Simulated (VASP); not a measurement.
# Pb (Fm-3m) in VASP: further runs

Pb is run at these levels: LDA; tasks: single point, relaxation of cell and atoms.

Program: VASP 6.6.1. These are calculated values, not measurements. Logs are shortened: lines on timing, memory, paths and dates and some standing lists are left out, and cuts for length are marked.

## (1) The cell of the first run

It takes space group Fm-3m (No. 225, cubic). The conventional cell has a = 4.357 Å, b = 4.357 Å, c = 4.357 Å, α = 90.00°, β = 90.00°, γ = 90.00°. Pb (site symmetry m-3m) has 12 Pb at 3.08 Å within 4.1 Å.

## (2) Single point, LDA

Contents of INCAR:

```
PREC     = Accurate       # precision mode
ENCUT    = 520            # plane-wave cutoff, eV
EDIFF    = 1E-7           # SCF threshold, eV
ISMEAR   = -1             # smearing method
SIGMA    = 0.1            # smearing width, eV
LREAL    = F              # projectors in reciprocal space
LASPH    = T              # aspherical terms in the spheres
NELM     = 80             # most SCF steps
ALGO     = Normal         # electronic algorithm
ISIF     = 2              # what is computed and relaxed
LWAVE    = F              # write WAVECAR
LCHARG   = F              # write CHGCAR
NBANDS   = 13             # bands
```

Contents of KPOINTS:

```
Automatic mesh
0
Gamma
  15 15 15
```

Contents of POSCAR:

```
Pb
1.0
    0.0000000000      2.1785056585      2.1785056585
    2.1785056585      0.0000000000      2.1785056585
    2.1785056585      2.1785056585      0.0000000000
Pb
1
Direct
    0.0000000000      0.0000000000      0.0000000000
```

Potentials or basis: VASP PAW LDA potentials, release 64 (Pb_d).

On the command line:

```bash
cat potpaw_LDA.64/Pb_d/POTCAR > POTCAR
mpirun -np 1 vasp_std > vasp.out
```

OUTCAR:

```text
PREC = Accurate
   ENCUT = 520
   EDIFF = 1E-7
   ISMEAR = -1
   LREAL = F
   LASPH = T
   NELM = 80
   ISIF = 2

 ion  position               nearest neighbor table
   1  0.000  0.000  0.000-

  LATTYP: Found a face centered cubic cell.
 ALAT       =     4.3570113170

  Lattice vectors:

 A1 = (   0.0000000000,   2.1785056585,   2.1785056585)
 A2 = (   2.1785056585,   0.0000000000,   2.1785056585)
 A3 = (   2.1785056585,   2.1785056585,   0.0000000000)

Analysis of symmetry for initial positions (statically):
=====================================================================
 Subroutine PRICEL returns:
 Original cell was already a primitive cell.

 Routine SETGRP: Setting up the symmetry group for a
 face centered cubic supercell.

 Subroutine GETGRP returns: Found 48 space group operations
 (whereof 48 operations were pure point group operations)
 out of a pool of 48 trial point group operations.

The static configuration has the point symmetry O_h .

Analysis of symmetry for dynamics (positions and initial velocities):
=====================================================================
 Subroutine PRICEL returns:
 Original cell was already a primitive cell.

 Routine SETGRP: Setting up the symmetry group for a
 face centered cubic supercell.

 Subroutine GETGRP returns: Found 48 space group operations
 (whereof 48 operations were pure point group operations)
 out of a pool of 48 trial point group operations.

The dynamic configuration has the point symmetry O_h .

 Subroutine INISYM returns: Found 48 space group operations
 (whereof 48 operations are pure point group operations),
 and found     1 'primitive' translations

----------------------------------------------------------------------------------------

                                     Primitive cell

  volume of cell :      20.6779

  direct lattice vectors                    reciprocal lattice vectors
     0.000000000  2.178505659  2.178505659    -0.229515126  0.229515126  0.229515126
     2.178505659  0.000000000  2.178505659     0.229515126 -0.229515126  0.229515126
     2.178505659  2.178505659  0.000000000     0.229515126  0.229515126 -0.229515126

  length of vectors
     3.080872248  3.080872248  3.080872248     0.397531859  0.397531859  0.397531859

  position of ions in fractional coordinates (direct lattice)
     0.000000000  0.000000000  0.000000000

  ion indices of the primitive-cell ions
   primitive index   ion index
                 1           1

----------------------------------------------------------------------------------------

 KPOINTS: Automatic mesh

Automatic generation of k-mesh.
 Grid dimensions read from file:
 generate k-points for:   15   15   15

 Generating k-lattice:

  Cartesian coordinates                     Fractional coordinates (reciprocal lattice)
    -0.015301008  0.015301008  0.015301008     0.066666667  0.000000000  0.000000000
     0.015301008 -0.015301008  0.015301008     0.000000000  0.066666667  0.000000000
     0.015301008  0.015301008 -0.015301008     0.000000000  0.000000000  0.066666667

  Length of vectors
     0.026502124  0.026502124  0.026502124

  Shift w.r.t. Gamma in fractional coordinates (k-lattice)
     0.000000000  0.000000000  0.000000000

 Subroutine IBZKPT returns following result:
 ===========================================

 Found    120 irreducible k-points:

 Following reciprocal coordinates:
            Coordinates               Weight
  0.000000  0.000000  0.000000      1.000000
  0.066667  0.000000  0.000000      8.000000
  0.133333  0.000000  0.000000      8.000000
  0.200000  0.000000  0.000000      8.000000
  0.266667  0.000000  0.000000      8.000000
  0.333333  0.000000  0.000000      8.000000
[... 16 lines left out ...]
  0.133333  0.133333  0.000000      6.000000
  0.200000  0.133333  0.000000     24.000000
 [... further k-points ...]
   k-points           NKPTS =    120   k-points in BZ     NKDIM =    120   number of bands    NBANDS=     13
   number of dos      NEDOS =    301   number of ions     NIONS =      1
   total plane-waves  NPLWV =  13824
   dimension x,y,z NGX =    24 NGY =   24 NGZ =   24
   dimension x,y,z NGXF=    48 NGYF=   48 NGZF=   48
   ions per type =               1
   NGX,Y,Z   is equivalent  to a cutoff of  12.95, 12.95, 12.95 a.u.
   NGXF,Y,Z  is equivalent  to a cutoff of  25.90, 25.90, 25.90 a.u.
 SYSTEM =  unknown system
   PREC   = accura    normal or accurate (medium, high low for compatibility)
   ISTART =      0    job   : 0-new  1-cont  2-samecut
   ICHARG =      2    charge: 1-file 2-atom 10-const
   ISPIN  =      1    spin polarized calculation?
   LNONCOLLINEAR =      F non collinear calculations
   LSORBIT =      F    spin-orbit coupling
   LASPH  =      T    aspherical Exc in radial PAW
   ENCUT  =  520.0 eV  38.22 Ry    6.18 a.u.   5.73  5.73  5.73*2*pi/ulx,y,z
   NELM   =     80;   NELMIN=  2; NELMDL= -5     # of ELM steps
   EDIFF  = 0.1E-06   stopping-criterion for ELM
   LREAL  =      F    real-space projection
   EDIFFG = 0.1E-05   stopping-criterion for IOM
   NSW    =      0    number of steps for IOM
   IBRION =     -1    ionic relax: 0-MD 1-quasi-New 2-CG
   NFREE  =      0    steps in history (QN), initial steepest desc. (CG)
   ISIF   =      2    stress and relaxation
   ISYM   =      2    0-nonsym 1-usesym 2-fastsym
   POTIM  = 0.5000    time-step for ionic-motion
   TEBEG  =    0.0;   TEEND  =   0.0 temperature during run
   PSTRESS=    0.0 pullay stress
   NELECT =      14.0000    total number of electrons
   NUPDOWN=      -1.0000    fix difference up-down
   EMIN   =  10.00;   EMAX   =-10.00  energy-range for DOS
   EFERMI =   0.00;   METHOD = LEGACY
   ISMEAR =    -1;   SIGMA  =   0.10  broadening in eV -4-tet -1-fermi 0-gaus
   EFERMI_NEDOS =   21; number of points for ismear=-14 and -15
   IALGO  =     38    algorithm
   IMIX   =      4    mixing-type and parameters
     AMIX     =   0.40;   BMIX     =  1.00
     AMIX_MAG =   1.60;   BMIX_MAG =  1.00
  volume/ion in A,a.u.               =      20.68       139.54
  Fermi-wavevector in a.u.,A,eV,Ry     =   1.437525  2.716529 28.116152  2.066479
  Thomas-Fermi vector in A             =   2.556593
   LORBIT       =      0    0 simple, 1 ext, 2 COOP (PROOUT), +10 PAW based schemes
   GGA     = CA    functional components
   LHFCALC =     F    Hartree Fock is set to
   AEXX    =    0.0000 exact exchange contribution
   IVDW    =     0    specifies the selected vdW correction
   LEPSILON=     F    determine dielectric tensor
   LRPA    =     F    only Hartree local field effects (RPA)
 non-spin polarized calculation
  energy-cutoff  :      520.00
  volume of cell :       20.68
 maximum number of plane-waves:       568
   NGX = 11   NGY = 11   NGZ = 11

 number of electron      14.0000002 magnetization

 Free energy of the ion-electron system (eV)
  ---------------------------------------------------
  ext. energy  EPLUGINS =         0.00000000
  ---------------------------------------------------
  free energy    TOTEN  =        -3.47985521 eV

  energy without entropy =       -3.46779920  energy(sigma->0) =       -3.47382720

 E-fermi :  12.5625     XC(G=0): -12.4222

 val. band max:       12.5592117152   @ k =   0.3333   0.1333   0.0000
 cond. band min:      12.6148317356   @ k =  -0.4000   0.4667   0.0667
 fundamental gap:      0.0556200204
 Fermi energy:        12.5625387182

 k-point     1 :       0.0000    0.0000    0.0000
  band No.  band energies     occupation
      1      -5.3863      2.00000
      2      -5.3863      2.00000
      3      -5.3863      2.00000
      4      -4.9585      2.00000
      5      -4.9585      2.00000
      6      -2.7998      2.00000
      7      21.9154      0.00000
      8      22.7520      0.00000
      9      22.7520      0.00000
     10      22.7520      0.00000
     11      28.1898      0.00000
     12      28.1898      0.00000
     13      28.1979      0.00000

 k-point     2 :       0.0667    0.0000    0.0000
  band No.  band energies     occupation
      1      -5.3915      2.00000
      2      -5.3680      2.00000
      3      -5.3680      2.00000
      4      -4.9615      2.00000
      5      -4.9615      2.00000
      6      -2.6758      2.00000
      7      21.2127      0.00000
      8      22.1071      0.00000
      9      22.6572      0.00000
     10      22.6572      0.00000
     11      27.8533      0.00000
     12      28.2146      0.00000
     13      28.2146      0.00000

 k-point     3 :       0.1333    0.0000    0.0000
  band No.  band energies     occupation
      1      -5.4124      2.00000
      2      -5.3241      2.00000
      3      -5.3241      2.00000
      4      -4.9611      2.00000
      5      -4.9611      2.00000
      6      -2.2957      2.00000
      7      18.6414      0.00000
      8      22.1852      0.00000
      9      22.3762      0.00000
     10      22.3762      0.00000
     11      27.0368      0.00000
     12      28.0062      0.00000
     13      28.0062      0.00000
[... 305 lines left out ...]
 k-point    23 :       0.1333    0.1333    0.0000
  band No.  band energies     occupation
      1      -5.4775      2.00000
      2      -5.2528      2.00000
      3      -5.2528      2.00000
      4      -5.0656      2.00000
      5      -4.9015      2.00000
      6      -2.1300      2.00000
      7      20.4920      0.00000
      8      20.4920      0.00000
      9      20.7436      0.00000
     10      21.5436      0.00000
     11      24.8062      0.00000
     12      29.0179      0.00000
     13      29.0179      0.00000

 k-point    24 :       0.2000    0.1333    0.0000
  band No.  band energies     occupation
      1      -5.5118      2.00000
      2      -5.2034      2.00000
      3      -5.1914      2.00000
      4      -5.1072      2.00000
      5      -4.8655      2.00000
      6      -1.6569      2.00000
      7      17.9527      0.00000
      8      19.7219      0.00000
      9      20.7270      0.00000
     10      22.2225      0.00000
     11      23.4511      0.00000
     12      29.0026      0.00000
     13      29.2902      0.00000

 [... further k-points ...]

------------------------ aborting loop because EDIFF is reached ----------------------------------------

  FORCE on cell =-STRESS in cart. coord.  units (eV):
  Direction    XX          YY          ZZ          XY          YZ          ZX
  --------------------------------------------------------------------------------------
  -------------------------------------------------------------------------------------
  Total        5.3496881      5.3496881      5.3496881      0.0000000      0.0000000     -0.0000000
  in kB      414.5080521    414.5080521    414.5080521      0.0000000      0.0000000     -0.0000000
  external PRESSURE =     414.5080521 kB  Pullay stress =       0.0000000 kB

 VOLUME and BASIS-vectors are now :
 -----------------------------------------------------------------------------
  energy-cutoff  :      520.00
  volume of cell :       20.68
      direct lattice vectors                 reciprocal lattice vectors
     0.000000000  2.178505659  2.178505659    -0.229515126  0.229515126  0.229515126
     2.178505659  0.000000000  2.178505659     0.229515126 -0.229515126  0.229515126
     2.178505659  2.178505659  0.000000000     0.229515126  0.229515126 -0.229515126

 POSITION                                       TOTAL-FORCE (eV/Angst)
 -----------------------------------------------------------------------------------
      0.00000      0.00000      0.00000         0.000000      0.000000      0.000000
 -----------------------------------------------------------------------------------
    total drift:                               -0.000000      0.000000      0.000000

  FREE ENERGIE OF THE ION-ELECTRON SYSTEM (eV)
  ---------------------------------------------------
  free  energy   TOTEN  =        -3.4798552052 eV

  energy  without entropy=       -3.4677992043  energy(sigma->0) =       -3.47382720
```

It took 18 s on 1 thread of Intel Xeon 8259CL, shared host; peak memory 0.15 GiB.

Results:

* Free energy: -3.4799 eV
* Pressure: 41.5 GPa
* Band gap on the k mesh: zero (bands 7 and 8 overlap by 12.05 eV)

Caveat: the cell stands under pressure; spin-orbit coupling is left out, which moves the levels of the heavy elements.

## (3) Relaxation of cell and atoms, LDA, target pressure 41 GPa, at which the enthalpy is minimised

Contents of INCAR:

```
PREC     = Accurate       # precision mode
ENCUT    = 600            # plane-wave cutoff, eV
EDIFF    = 1E-6           # SCF threshold, eV
ISMEAR   = -1             # smearing method
SIGMA    = 0.1            # smearing width, eV
LREAL    = F              # projectors in reciprocal space
LASPH    = T              # aspherical terms in the spheres
NELM     = 100            # most SCF steps
ALGO     = Normal         # electronic algorithm
ISIF     = 3              # what is computed and relaxed
LWAVE    = F              # write WAVECAR
LCHARG   = F              # write CHGCAR
GGA      = CA             # functional
IBRION   = 2              # ionic algorithm
NSW      = 60             # ionic steps
EDIFFG   = -0.005         # ionic threshold
PSTRESS  = 410.0
```

Contents of KPOINTS:

```
regular mesh
0
Gamma
  15 15 15
```

Contents of POSCAR:

```
Pb
1.0
    0.0000000000      2.1792542475      2.1792542475
    2.1792542475      0.0000000000      2.1792542475
    2.1792542475      2.1792542475      0.0000000000
Pb
1
Direct
    0.0000000000      0.0000000000      0.0000000000
```

Potentials or basis: VASP PAW LDA potentials, release 64 (Pb_d).

On the command line:

```bash
cat potpaw_LDA.64/Pb_d/POTCAR > POTCAR
mpirun -np 1 vasp_std > vasp.out
```

It took 1.8 min on 1 thread of Intel Xeon 8259CL, shared host; peak memory 0.17 GiB.

It converged, with:

```yaml
Free_energy: -3.4930 eV
Relaxed_volume: 20.73 Å³/atom
Relaxed_cell: a = 3.083 Å, b = 3.083 Å, c = 3.083 Å, α = 60.00°, β = 60.00°, γ = 60.00°
Space_group_after_relaxing_to_0.1_Å: Fm-3m (No. 225)
Energy_change_on_relaxing_the_run_minimises_the_enthalpy: -7.5 meV/atom
Ionic_steps: 3
Pressure_after_relaxing: 41.0 GPa
Band_gap_on_the_k_mesh: zero (bands 7 and 8 overlap by 12.05 eV)
```

Step by step:
```csv
step,energy change (eV),largest force (eV/Å),pressure (GPa),volume (Å³)
1,0.0000,0.0000,41.33,20.70
2,-0.0322,0.0000,39.97,20.83
3,-0.0075,0.0000,40.99,20.73
```

Final structure:
```yaml
crystal:
  lattice:
    - [0.00000, 2.18028, 2.18028]
    - [2.18028, 0.00000, 2.18028]
    - [2.18028, 2.18028, 0.00000]
  atoms:
    - { symbol: Pb, position: [0.00000, 0.00000, 0.00000] }
```

Levels at points of the mesh, in eV from the Fermi level:
```tsv
k point	band 5	band 6	band 7	band 8	band 9	band 10
(0.00, 0.00, 0.00)	-17.52	-15.33	9.36	10.17	10.17	10.17
```

Caveat: the cell is relaxed towards a set pressure, so the run minimises the enthalpy, not the energy; spin-orbit coupling is left out, which moves the levels of the heavy elements.

## (4) Relaxation of cell and atoms, LDA, target pressure 41 GPa, at which the enthalpy is minimised

Contents of INCAR:

```
PREC = Accurate ; ENCUT = 600
EDIFF = 1E-6 ; ISMEAR = -1
SIGMA = 0.1 ; LREAL = False
LASPH = True ; NELM = 80
ALGO = Normal ; ISIF = 3
LWAVE = False ; LCHARG = False
IBRION = 2 ; NSW = 32
EDIFFG = -0.005 ; PSTRESS = 410.0
```

Contents of KPOINTS:

```
Automatic mesh
0
Gamma
  15 15 15
```

Contents of POSCAR:

```
Pb
1.0
    0.0000000000      2.1785056585      2.1785056585
    2.1785056585      0.0000000000      2.1785056585
    2.1785056585      2.1785056585      0.0000000000
Pb
1
Direct
    0.0000000000      0.0000000000      0.0000000000
```

On the command line:

```bash
cat potpaw_LDA.64/Pb_d/POTCAR > POTCAR
mpirun -np 1 vasp_std > vasp.out
```

Wall time 1.8 min (1 thread of Intel Xeon 8259CL, shared host); peak memory 0.17 GiB.

It converged, with:

| Property | Result |
| --- | --- |
| Free energy | -3.4931 eV |
| Relaxed volume | 20.73 Å³/atom |
| Relaxed cell | a = 3.083 Å, b = 3.083 Å, c = 3.083 Å, α = 60.00°, β = 60.00°, γ = 60.00° |
| Space group after relaxing (to 0.1 Å) | Fm-3m (No. 225) |
| Energy change on relaxing (the run minimises the enthalpy) | -13.1 meV/atom |
| Ionic steps | 3 |
| Pressure after relaxing | 41.0 GPa |
| Band gap on the k mesh | zero (bands 7 and 8 overlap by 12.05 eV) |

Step by step:
| step | energy change (eV) | largest force (eV/Å) | pressure (GPa) | volume (Å³) |
| --- | --- | --- | --- | --- |
| 1 | 0.0000 | 0.0000 | 41.56 | 20.68 |
| 2 | -0.0543 | 0.0000 | 39.25 | 20.89 |
| 3 | -0.0131 | 0.0000 | 40.99 | 20.73 |

Final structure:
```
CELL_PARAMETERS angstrom
0.00000 2.18030 2.18030
2.18030 0.00000 2.18030
2.18030 2.18030 0.00000
ATOMIC_POSITIONS crystal
Pb 0.00000 0.00000 0.00000
```

Levels at points of the mesh, in eV from the Fermi level:
| k point | band 4 | band 5 | band 6 | band 7 | band 8 | band 9 | band 10 | band 11 |
| --- | --- | --- | --- | --- | --- | --- | --- | --- |
| (0.00, 0.00, 0.00) | -17.52 | -17.52 | -15.33 | 9.36 | 10.17 | 10.17 | 10.17 | 15.60 |

Caveat: the cell is relaxed towards a set pressure, so the run minimises the enthalpy, not the energy; spin-orbit coupling is left out, which moves the levels of the heavy elements.

The gap in the log of VASP goes by the Fermi energy; the results here count the filled bands.